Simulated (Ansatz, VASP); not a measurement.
## AgRh in VASP and in Ansatz

Contents of INCAR:

```
SYSTEM = AgRh
PREC = Accurate
ENCUT = 520
EDIFF = 1E-6
ISMEAR = -1
SIGMA = 0.05
LREAL = .False.
LASPH = .True.
NELM = 60
ALGO = Fast
ISIF = 2
LWAVE = .False.
LCHARG = .False.
NBANDS = 20
```

The input KPOINTS:

```
regular mesh
0
Gamma
  11 11 6
  0 0 0
```

Contents of POSCAR:

```
AgRh
1.0
    2.7589461066      0.0000000000      0.0000000000
   -1.3794730533      2.3893174160      0.0000000000
    0.0000000000      0.0000000000      4.7763285309
Ag Rh
1 1
Direct
    0.0000000000      0.0000000000      0.5000000000
    0.6666666667      0.3333333333      0.0000000000
```

The input input.yaml:

```yaml
crystal:
  lattice:
    - [2.7589461066, 0.0, 0.0]
    - [-1.3794730533, 2.389317416, 0.0]
    - [0.0, 0.0, 4.7763285309]
  atoms:
    - { symbol: Ag, position: [0.0, 0.0, 0.5] }
    - { symbol: Rh, position: [0.6666666667, 0.3333333333, 0.0] }
kpoints:
  mp_grid: { grid: [11, 11, 6] }
scf:
  occupations: { method: fermi_dirac, width: 0.05 }
hamiltonian:
  xc: lda
  pseudopotentials: { kind: all_electron, lapw: { basis_error: 0.001 } }
output:
  forces: true
  stress: true
  eigenvalues: true
```

Change from the starting cell: volume scaled by 0.98.

Alike in both runs: task single point; functional LDA; k mesh 11 × 11 × 6; occupations fermi-dirac, width 0.05 eV; no spin polarisation.

```csv
,VASP,Ansatz
version,VASP 6.6.1,Ansatz 0.2.0
potentials or method,"VASP PAW LDA potentials, release 64 (Ag, Rh_pv), cutoff 520 eV","all-electron LAPW, scalar-relativistic"
```

VASP gave:

* gap on the k mesh at the Fermi level (eV): none
* pressure (GPa): -12.6
* traceless stress, the component that is largest in VASP (GPa): -0.08

Problem. Estimate Ansatz's values.

Solution. gap on the k mesh at the Fermi level (eV): none; pressure (GPa): -13.0; traceless stress, the component that is largest in VASP (GPa): -0.04.

LDA's correlation is that of Perdew and Zunger in VASP and of Perdew and Wang (1992) in Ansatz. A gap of «none» marks a metal or a gap that the smearing closes. Ansatz ran all-electron here, and VASP with PAW potentials.
